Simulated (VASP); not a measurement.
The system is Au.

```xyz
1
Lattice="0.0000 2.0350 2.0350 2.0350 0.0000 2.0350 2.0350 2.0350 0.0000" Properties=species:S:1:pos:R:3 pbc="T T T"
Au    0.0000    0.0000    0.0000
```

| Quantity | Value |
| --- | --- |
| Program | VASP 6.6.1 |
| Task | relaxation of cell and atoms |
| Functional | PBE |
| Potentials or basis | VASP PAW PBE potentials, release 64 (Au) |
| Cutoff | 500 eV |
| k mesh | 20 × 20 × 20 |
| Occupations | methfessel-paxton, width 0.05 eV |
| Spin | no spin polarisation |

At the start: pressure 10.6 GPa; volume 16.85 Å³/atom.

**Question.** How do energy, volume and symmetry change on relaxing?

**Answer.** Over 4 steps the energy falls by 33.5 meV/atom and the volume is 17.95 Å³/atom (+6.5 %); space group Fm-3m (No. 225, to 0.1 Å) before and after.

Step by step:
```
step  energy change (eV)  largest force (eV/Å)  pressure (GPa)  volume (Å³)
   1              0.0000                0.0000           10.59        16.85
   2              0.0276                0.0000           -9.92        19.72
   3             -0.0334                0.0000           -0.23        17.98
   4             -0.0335                0.0000           -0.04        17.95
```

Final structure:
```
Au
1.0
     0.00000    2.07822    2.07822
     2.07822    0.00000    2.07822
     2.07822    2.07822    0.00000
Au
1
Direct
  0.00000 0.00000 0.00000
```
